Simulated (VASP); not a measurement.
# MnO in VASP: notebook, part 2 of 2

VASP 6.6.1. The steps go on from the part before.

## 3. Single point, PBE, collinear spin, ferromagnetic start (atoms moved at random)

The input, INCAR:

```
SYSTEM = MnO
PREC     = Accurate       ! precision mode
ENCUT    = 400            ! plane-wave cutoff, eV
EDIFF    = 1E-7           ! SCF threshold, eV
ISMEAR   = 0              ! smearing method
SIGMA    = 0.02           ! smearing width, eV
LREAL    = .FALSE.        ! projectors in reciprocal space
LASPH    = .TRUE.         ! aspherical terms in the spheres
ALGO     = Normal         ! electronic algorithm
NELM     = 100            ! most SCF steps
ISIF     = 2              ! what is computed and relaxed
LWAVE    = .FALSE.        ! write WAVECAR
LCHARG   = .FALSE.        ! write CHGCAR
ISPIN    = 2              ! spin polarisation
MAGMOM   = 4 0            ! initial moments
LORBIT   = 11             ! projections on sites
LMAXMIX  = 4              ! l up to which the mixer works
```

The input, KPOINTS:

```
k-points
0
Gamma
  9 9 9
```

The input, POSCAR:

```
MnO
1.0
    0.0000000000      2.2239077028      2.2239077028
    2.2239077028      0.0000000000      2.2239077028
    2.2239077028      2.2239077028      0.0000000000
Mn O
1 1
Direct
    0.0083130000     -0.0074890000     -0.0026200000
    0.5001670000      0.5003160000      0.4998630000
```

Potentials or basis: VASP PAW PBE potentials, release 64 (Mn_pv, O).

Started as:

```
> cat potpaw_PBE.64/Mn_pv/POTCAR potpaw_PBE.64/O/POTCAR > POTCAR
> mpirun -np 1 vasp_std > vasp.out
```

OUTCAR:

```text
SYSTEM = MnO
   PREC = Accurate
   ENCUT = 400
   EDIFF = 1E-7
   ISMEAR = 0
   LREAL = .FALSE.
   LASPH = .TRUE.
   NELM = 100
   ISIF = 2
   ISPIN = 2
   LORBIT = 11

 Found    365 irreducible k-points:

 Following reciprocal coordinates:
            Coordinates               Weight
  0.000000  0.000000  0.000000      1.000000
  0.111111  0.000000  0.000000      2.000000
  0.000000  0.111111  0.000000      2.000000
  0.000000  0.000000  0.111111      2.000000
  0.111111  0.111111  0.111111      2.000000
  0.222222  0.000000  0.000000      2.000000
   k-points           NKPTS =    365   k-points in BZ     NKDIM =    365   number of bands    NBANDS=     15
   number of dos      NEDOS =    301   number of ions     NIONS =      2
   total plane-waves  NPLWV =  13824
   dimension x,y,z NGX =    24 NGY =   24 NGZ =   24
   dimension x,y,z NGXF=    48 NGYF=   48 NGZF=   48
   ions per type =               1   1
   NGX,Y,Z   is equivalent  to a cutoff of  12.69, 12.69, 12.69 a.u.
   NGXF,Y,Z  is equivalent  to a cutoff of  25.37, 25.37, 25.37 a.u.
 SYSTEM =  MnO
   PREC   = accura    normal or accurate (medium, high low for compatibility)
   ISTART =      0    job   : 0-new  1-cont  2-samecut
   ICHARG =      2    charge: 1-file 2-atom 10-const
   ISPIN  =      2    spin polarized calculation?
   LNONCOLLINEAR =      F non collinear calculations
   LSORBIT =      F    spin-orbit coupling
   LASPH  =      T    aspherical Exc in radial PAW
   ENCUT  =  400.0 eV  29.40 Ry    5.42 a.u.   5.13  5.13  5.13*2*pi/ulx,y,z
   NELM   =    100;   NELMIN=  2; NELMDL= -5     # of ELM steps
   EDIFF  = 0.1E-06   stopping-criterion for ELM
   LREAL  =      F    real-space projection
   EDIFFG = 0.1E-05   stopping-criterion for IOM
   NSW    =      0    number of steps for IOM
   IBRION =     -1    ionic relax: 0-MD 1-quasi-New 2-CG
   NFREE  =      0    steps in history (QN), initial steepest desc. (CG)
   ISIF   =      2    stress and relaxation
   ISYM   =      2    0-nonsym 1-usesym 2-fastsym
   POTIM  = 0.5000    time-step for ionic-motion
   TEBEG  =    0.0;   TEEND  =   0.0 temperature during run

   SCALEE = 1.0000    scale energy and forces
   PSTRESS=    0.0 pullay stress
   NELECT =      19.0000    total number of electrons
   NUPDOWN=      -1.0000    fix difference up-down
   EMIN   =  10.00;   EMAX   =-10.00  energy-range for DOS
   EFERMI =   0.00;   METHOD = LEGACY
   ISMEAR =     0;   SIGMA  =   0.02  broadening in eV -4-tet -1-fermi 0-gaus
   EFERMI_NEDOS =   21; number of points for ismear=-14 and -15
   IALGO  =     38    algorithm
   IMIX   =      4    mixing-type and parameters
     AMIX     =   0.40;   BMIX     =  1.00
     AMIX_MAG =   1.60;   BMIX_MAG =  1.00
  volume/ion in A,a.u.               =      11.00        74.22
  Fermi-wavevector in a.u.,A,eV,Ry     =   1.559071  2.946217 33.071721  2.430703
  Thomas-Fermi vector in A             =   2.662483
   LORBIT       =     11    0 simple, 1 ext, 2 COOP (PROOUT), +10 PAW based schemes
   GGA     = PE    functional components
   LHFCALC =     F    Hartree Fock is set to
   AEXX    =    0.0000 exact exchange contribution
   IVDW    =     0    specifies the selected vdW correction
   LEPSILON=     F    determine dielectric tensor
   LRPA    =     F    only Hartree local field effects (RPA)

   CSHIFT  =0.1000    complex shift for real part using Kramers Kronig

   OMEGAMAX=  -1.0    maximum frequency
 spin polarized calculation
 Gauss-broadening in eV      SIGMA  =   0.02
  energy-cutoff  :      400.00
  volume of cell :       22.00
 maximum number of plane-waves:       411
 NGX is ok and might be reduce to    24
   NGX = 11   NGY = 11   NGZ = 11

 number of electron      18.9999999 magnetization       4.7319534

 Free energy of the ion-electron system (eV)
  ---------------------------------------------------
  ext. energy  EPLUGINS =         0.00000000
  ---------------------------------------------------
  free energy    TOTEN  =       -16.41701633 eV

  energy without entropy =      -16.41682824  energy(sigma->0) =      -16.41692229

 E-fermi :   7.5667     XC(G=0): -11.8579

 val. band max:        7.5561367553   @ k =   0.2222   0.2222   0.0000
 cond. band min:       7.5871985754   @ k =  -0.3333  -0.3333   0.4444
 fundamental gap:      0.0310618201
 Fermi energy:         7.5667276281

 spin component 1

 k-point     1 :       0.0000    0.0000    0.0000
  band No.  band energies     occupation
      1     -42.8413      1.00000
      2     -42.8408      1.00000
      3     -42.8407      1.00000
      4     -12.7551      1.00000
      5       3.7350      1.00000
      6       3.7401      1.00000
      7       3.7403      1.00000
      8       4.3177      1.00000
      9       4.3350      1.00000
     10       4.3361      1.00000
     11       4.8448      1.00000
     12       4.8609      1.00000
     13       6.9937      1.00000
     14      21.5060      0.00000
     15      23.8525      0.00000
[... 73 lines left out ...]
 k-point     6 :       0.2222    0.0000    0.0000
  band No.  band energies     occupation
      1     -42.8667      1.00000
      2     -42.8437      1.00000
      3     -42.8435      1.00000
      4     -12.3745      1.00000
      5       1.2822      1.00000
      6       2.3525      1.00000
      7       2.3556      1.00000
      8       4.6978      1.00000
      9       4.6985      1.00000
     10       4.8951      1.00000
     11       6.4226      1.00000
     12       6.4256      1.00000
     13       9.2962      0.00000
     14      17.9679      0.00000
     15      21.9460      0.00000

 [... further k-points ...]

 spin component 2

 k-point     1 :       0.0000    0.0000    0.0000
  band No.  band energies     occupation
      1     -38.2036      1.00000
      2     -38.2033      1.00000
      3     -38.2033      1.00000
      4     -12.3298      1.00000
      5       4.1206      1.00000
      6       4.1230      1.00000
      7       4.1236      1.00000
      8       8.2506      0.00000
      9       8.2546      0.00000
     10       8.2548      0.00000
     11       8.2855      0.00000
     12       8.8812      0.00000
     13       8.8855      0.00000
     14      22.1281      0.00000
     15      25.2578      0.00000
[... 73 lines left out ...]
 k-point     6 :       0.2222    0.0000    0.0000
  band No.  band energies     occupation
      1     -38.2364      1.00000
      2     -38.2067      1.00000
      3     -38.2066      1.00000
      4     -11.9614      1.00000
      5       2.0817      1.00000
      6       3.4040      1.00000
      7       3.4065      1.00000
      8       8.5011      0.00000
      9       8.7384      0.00000
     10       8.7401      0.00000
     11       9.8718      0.00000
     12       9.8742      0.00000
     13      10.4599      0.00000
     14      19.4263      0.00000
     15      23.5077      0.00000

 [... further k-points ...]

------------------------ aborting loop because EDIFF is reached ----------------------------------------

  FORCE on cell =-STRESS in cart. coord.  units (eV):
  Direction    XX          YY          ZZ          XY          YZ          ZX
  --------------------------------------------------------------------------------------
  -------------------------------------------------------------------------------------
  Total       -0.8661852     -0.8760910     -0.8804196      0.0010525     -0.0000196      0.0000665
  in kB      -63.0871753    -63.8086480    -64.1239106      0.0766538     -0.0014302      0.0048459
  external PRESSURE =     -63.6732446 kB  Pullay stress =       0.0000000 kB

 VOLUME and BASIS-vectors are now :
 -----------------------------------------------------------------------------
  energy-cutoff  :      400.00
  volume of cell :       22.00
      direct lattice vectors                 reciprocal lattice vectors
     0.000000000  2.223907703  2.223907703    -0.224829474  0.224829474  0.224829474
     2.223907703  0.000000000  2.223907703     0.224829474 -0.224829474  0.224829474
     2.223907703  2.223907703  0.000000000     0.224829474  0.224829474 -0.224829474

 POSITION                                       TOTAL-FORCE (eV/Angst)
 -----------------------------------------------------------------------------------
      4.42533      2.23657      2.22574         0.087255     -0.047983     -0.002839
      2.22431      2.22397      2.22498        -0.087255      0.047983      0.002839
 -----------------------------------------------------------------------------------
    total drift:                               -0.000740      0.000165      0.000114

  FREE ENERGIE OF THE ION-ELECTRON SYSTEM (eV)
  ---------------------------------------------------
  free  energy   TOTEN  =       -16.4170163334 eV

  energy  without entropy=      -16.4168282422  energy(sigma->0) =      -16.41692229

 total charge

# of ion       s       p       d       tot
------------------------------------------
    1        0.202   6.176   4.976  11.354
    2        1.586   3.426   0.000   5.012
--------------------------------------------------
tot          1.788   9.601   4.976  16.365

 magnetization (x)

# of ion       s       p       d       tot
------------------------------------------
    1        0.034   0.026   4.247   4.306
    2        0.030   0.164   0.000   0.194
--------------------------------------------------
tot          0.064   0.190   4.247   4.501
```

Run time: 65 s. Hardware: 1 thread of Intel Xeon 6975P-C (Granite Rapids), shared host; peak memory 0.25 GiB.

What came out:

```yaml
Free_energy: -16.4170 eV
Largest_force: 0.100 eV/Å
Net_moment: 4.73 μB per cell
Site_moments: Mn +4.31; O +0.19 μB
Valence_electrons_inside_the_program's_atomic_spheres: Mn 11.35; O 5.01
```

Forces on the atoms (eV/Å):
```
Mn   0.087 -0.048 -0.003
O   -0.087  0.048  0.003
```

Caveat: the cell differs from its parent crystal (atoms moved at random); the cutoff is under 1.25 times the usual one of these potentials, so pressure, stress and relaxed cells hold a basis-set (Pulay) error; a cell with one magnetic atom can't hold antiferromagnetic order, which such compounds often take; semilocal functionals often make such compounds metallic where correlation or magnetic order opens a gap, which also shifts bond lengths.

## 4. Single point, PBE, collinear spin, ferromagnetic start

This run uses another cell than the first one, of 11.00 Å³/atom.

The input, INCAR:

```
SYSTEM = MnO
  PREC = Accurate
  ENCUT = 520
  EDIFF = 1E-6
  ISMEAR = -1
  SIGMA = 0.05
  LREAL = .False.
  LASPH = .True.
  NELM = 150
  ALGO = Normal
  ISIF = 2
  LWAVE = .False.
  LCHARG = .True.
  ISPIN = 2
  MAGMOM = 5.5 0
  LORBIT = 11
  LMAXMIX = 4
  GGA = PE
  LELF = .True.
  LVHAR = .True.
  NBANDS = 20
```

The input, KPOINTS:

```
regular mesh
0
Gamma
  10 10 10
  0 0 0
```

The input, POSCAR:

```
MnO
1.0
    0.0000000000      2.2239077028      2.2239077028
    2.2239077028      0.0000000000      2.2239077028
    2.2239077028      2.2239077028      0.0000000000
Mn O
1 1
Direct
    0.0000000000      0.0000000000      0.0000000000
    0.5000000000      0.5000000000      0.5000000000
```

Potentials or basis: VASP PAW PBE potentials, release 64 (Mn_pv, O).

Started as:

```
> cat potpaw_PBE.64/Mn_pv/POTCAR potpaw_PBE.64/O/POTCAR > POTCAR
> mpirun -np 1 vasp_std > vasp.out
```

OUTCAR:

```text
SYSTEM = MnO
   PREC = Accurate
   ENCUT = 520
   EDIFF = 1E-6
   ISMEAR = -1
   LREAL = .False.
   LASPH = .True.
   NELM = 150
   ISIF = 2
   ISPIN = 2
   LORBIT = 11
   GGA = PE

 ion  position               nearest neighbor table
   1  0.000  0.000  0.000-   2 2.22   2 2.22   2 2.22   2 2.22   2 2.22   2 2.22
   2  0.500  0.500  0.500-   1 2.22   1 2.22   1 2.22   1 2.22   1 2.22   1 2.22

  LATTYP: Found a face centered cubic cell.
 ALAT       =     4.4478154056

  Lattice vectors:

 A1 = (   0.0000000000,   2.2239077028,   2.2239077028)
 A2 = (   2.2239077028,   0.0000000000,   2.2239077028)
 A3 = (   2.2239077028,   2.2239077028,   0.0000000000)

Analysis of symmetry for initial positions (statically):
=====================================================================
 Subroutine PRICEL returns:
 Original cell was already a primitive cell.

 Routine SETGRP: Setting up the symmetry group for a
 face centered cubic supercell.

 Subroutine GETGRP returns: Found 48 space group operations
 (whereof 48 operations were pure point group operations)
 out of a pool of 48 trial point group operations.

The static configuration has the point symmetry O_h .

Analysis of symmetry for dynamics (positions and initial velocities):
=====================================================================
 Subroutine PRICEL returns:
 Original cell was already a primitive cell.

 Routine SETGRP: Setting up the symmetry group for a
 face centered cubic supercell.

 Subroutine GETGRP returns: Found 48 space group operations
 (whereof 48 operations were pure point group operations)
 out of a pool of 48 trial point group operations.

The dynamic configuration has the point symmetry O_h .

Analysis of structural, dynamic, and magnetic symmetry:
=====================================================================
 Subroutine PRICEL returns:
 Original cell was already a primitive cell.

[... 148 lines left out ...]
  ext. energy  EPLUGINS =         0.00000000
  ---------------------------------------------------
  free energy    TOTEN  =       -16.40623720 eV

  energy without entropy =      -16.39911189  energy(sigma->0) =      -16.40267454

 E-fermi :   7.5251     XC(G=0): -11.8528

 val. band max:        7.5124246016   @ k =   0.5000   0.1000   0.0000
 cond. band min:       7.5323834549   @ k =   0.4000   0.0000   0.0000
 fundamental gap:      0.0199588533
 Fermi energy:         7.5251462280

 spin component 1

 k-point     1 :       0.0000    0.0000    0.0000
  band No.  band energies     occupation
      1     -42.8483      1.00000
      2     -42.8483      1.00000
      3     -42.8483      1.00000
      4     -12.7301      1.00000
      5       3.7887      1.00000
      6       3.7887      1.00000
[... 541 lines left out ...]
     19      32.2079      0.00000
     20      33.9734      0.00000

 [... further k-points ...]

 spin component 2

 k-point     1 :       0.0000    0.0000    0.0000
  band No.  band energies     occupation
      1     -38.1661      1.00000
      2     -38.1660      1.00000
      3     -38.1660      1.00000
      4     -12.2830      1.00000
      5       4.1803      1.00000
      6       4.1803      1.00000
[... 541 lines left out ...]
     19      33.2269      0.00000
     20      35.0022      0.00000

 [... further k-points ...]

------------------------ aborting loop because EDIFF is reached ----------------------------------------

  FORCE on cell =-STRESS in cart. coord.  units (eV):
  Direction    XX          YY          ZZ          XY          YZ          ZX
  --------------------------------------------------------------------------------------
  -------------------------------------------------------------------------------------
  Total        0.0336807      0.0336807      0.0336807      0.0000000      0.0000000      0.0000000
  in kB        2.4530766      2.4530766      2.4530766      0.0000000      0.0000000      0.0000000
  external PRESSURE =       2.4530766 kB  Pullay stress =       0.0000000 kB

 VOLUME and BASIS-vectors are now :
 -----------------------------------------------------------------------------
  energy-cutoff  :      520.00
  volume of cell :       22.00
      direct lattice vectors                 reciprocal lattice vectors
     0.000000000  2.223907703  2.223907703    -0.224829474  0.224829474  0.224829474
     2.223907703  0.000000000  2.223907703     0.224829474 -0.224829474  0.224829474
     2.223907703  2.223907703  0.000000000     0.224829474  0.224829474 -0.224829474

 POSITION                                       TOTAL-FORCE (eV/Angst)
 -----------------------------------------------------------------------------------
      0.00000      0.00000      0.00000         0.000000      0.000000      0.000000
      2.22391      2.22391      2.22391        -0.000000     -0.000000     -0.000000
 -----------------------------------------------------------------------------------
    total drift:                                0.000000     -0.000000     -0.000000

  FREE ENERGIE OF THE ION-ELECTRON SYSTEM (eV)
  ---------------------------------------------------
  free  energy   TOTEN  =       -16.4062371969 eV

  energy  without entropy=      -16.3991118869  energy(sigma->0) =      -16.40267454

 total charge

# of ion       s       p       d       tot
------------------------------------------
    1        0.202   6.176   4.974  11.353
    2        1.561   3.416   0.000   4.976
--------------------------------------------------
tot          1.763   9.591   4.974  16.329

 magnetization (x)

# of ion       s       p       d       tot
------------------------------------------
    1        0.034   0.026   4.288   4.347
    2        0.030   0.175   0.000   0.205
--------------------------------------------------
tot          0.064   0.201   4.288   4.553
```

Wall time 57 s (1 thread of Intel Xeon 8259CL, shared host); peak memory 0.16 GiB.

Results:

```
Free energy                                           : -16.4062 eV
Pressure                                              : 0.2 GPa
Net moment                                            : 4.79 μB per cell
Site moments                                          : Mn +4.35; O +0.20 μB
Valence electrons inside the program's atomic spheres : Mn 11.35; O 4.98
```

Caveat: a cell with one magnetic atom can't hold antiferromagnetic order, which such compounds often take; semilocal functionals often make such compounds metallic where correlation or magnetic order opens a gap, which also shifts bond lengths. With open d or f shells a metallic result of PBE can be an artefact of self-interaction; +U or a hybrid may open a gap.

## 5. Overview

```tsv
level	cell	k mesh	cutoff (eV)	smearing	dipole correction	grid for exact exchange (PRECFOCK)	share of exact exchange	gap on the mesh (eV)	pressure (GPa)	moment (μB)
B3LYP	a = 3.081 Å, angles 60.0°, 2 atoms, atomic positions A	5 × 5 × 5	520	fermi-dirac 0.05 eV	no	Normal	0.2	1.85	18.4	5.00
PBE	a = 3.145 Å, angles 60.0°, 2 atoms, atomic positions B	9 × 9 × 9	400	gaussian 0.02 eV	-	-	-	none	-	4.73
PBE	a = 3.145 Å, angles 60.0°, 2 atoms, atomic positions A	10 × 10 × 10	520	fermi-dirac 0.05 eV	no	-	-	none	0.2	4.79
```

Alike in all rows: task single point; potentials or basis VASP PAW PBE potentials, release 64 (Mn_pv, O); spin collinear, ferromagnetic start.

Caveats: some runs use coarse meshes; a cell with one magnetic atom can't hold antiferromagnetic order, which such compounds often take; semilocal functionals often make such compounds metallic where correlation or magnetic order opens a gap, which also shifts bond lengths (at least some runs); the PAW data sets were made with another functional, which shifts forces and pressure a little (at least some runs); an odd mesh through Γ misses points on the zone boundary, where band edges can lie (at least some runs); the cutoff is under 1.25 times the usual one of these potentials, so pressure, stress and relaxed cells hold a basis-set (Pulay) error (at least some runs).

Absolute energies hang on the potentials; compare differences alone.
